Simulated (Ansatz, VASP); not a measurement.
**GaBiSe4 in VASP and in Ansatz**

```
Ga Bi Se
1.0
     4.80333    0.00000    0.00000
    -2.40166    4.15981    0.00000
     0.00000    0.00000    7.51506
Ga Bi Se
1 1 4
Direct
  0.00000 0.00000 0.50000
  0.00000 0.00000 0.00000
  0.33333 0.66667 0.76210
  0.33333 0.66667 0.23790
  0.66667 0.33333 0.76210
  0.66667 0.33333 0.23790
```

Change from the starting cell: species swapped into the TiVB4 type (P6/mmm, No. 191).

Alike in both runs: functional PBE; k mesh 12 × 12 × 6; occupations gaussian, width 0.1 eV; no spin polarisation.

Ansatz relaxed the structure, and its values are those at the end. VASP's run is a single point on that final structure, the one shown.

|  | VASP | Ansatz |
| --- | --- | --- |
| version | VASP 6.6.1 | Ansatz 0.2.0 |
| potentials or method | VASP PAW PBE potentials, release 64 (Ga_d, Bi_d, Se), cutoff 520 eV | scalar-relativistic, plane waves, PAW |
| valence electrons in the cell | 52 | 92 |

```csv
,VASP,Ansatz,Ansatz less VASP
gap on the k mesh at the Fermi level (eV),none,none,-
pressure (GPa),0.0,0.0,-0.01
```

A gap of «none» marks a metal or a gap that the smearing closes. VASP's potentials hold 52 valence electrons a cell and Ansatz's 92, so a difference there can come from the potentials and not from the codes.

Spin-orbit coupling is off throughout.
